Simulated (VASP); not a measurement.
A run of VASP 6.6.1:

Contents of INCAR:

```
ALGO     = Normal         # electronic algorithm
EDIFF    = 1E-6           # SCF threshold, eV
ENCUT    = 500            # plane-wave cutoff, eV
GGA      = PE             # functional
GGA_COMPAT= F            
ISIF     = 2              # what is computed and relaxed
ISMEAR   = 0              # smearing method
LASPH    = T              # aspherical terms in the spheres
LCHARG   = F              # write CHGCAR
LREAL    = F              # projectors in reciprocal space
LWAVE    = F              # write WAVECAR
NBANDS   = 15             # bands
NELM     = 120            # most SCF steps
PREC     = Accurate       # precision mode
SIGMA    = 0.1            # smearing width, eV
```

Contents of KPOINTS:

```
k-points
0
Gamma
  6 6 4
```

POSCAR

```
As2Se
1.0
    3.9170031714      0.0000000000      0.0000000000
   -1.9585015857      3.3922242531      0.0000000000
    0.0000000000      0.0000000000      4.8031434059
As Se
2 1
Direct
    0.3333333333      0.6666666667      0.3511582513
    0.6666666667      0.3333333333      0.6488417487
    0.0000000000      0.0000000000      0.0000000000
```

Potentials or basis: VASP PAW PBE potentials, release 64 (As, Se).

Launch:

```bash
$ cat potpaw_PBE.64/As/POTCAR potpaw_PBE.64/Se/POTCAR > POTCAR
$ mpirun -np 1 vasp_std > vasp.out
```

Hardware: 1 thread of Intel Xeon 8259CL, on a shared host.

Problem. Estimate the wall time of this run.

Solution. Run time: 36 s on 1 thread of Intel Xeon 8259CL, with other jobs on the host, peak memory 0.18 GiB. Counts: scf iterations 11, k points 24.
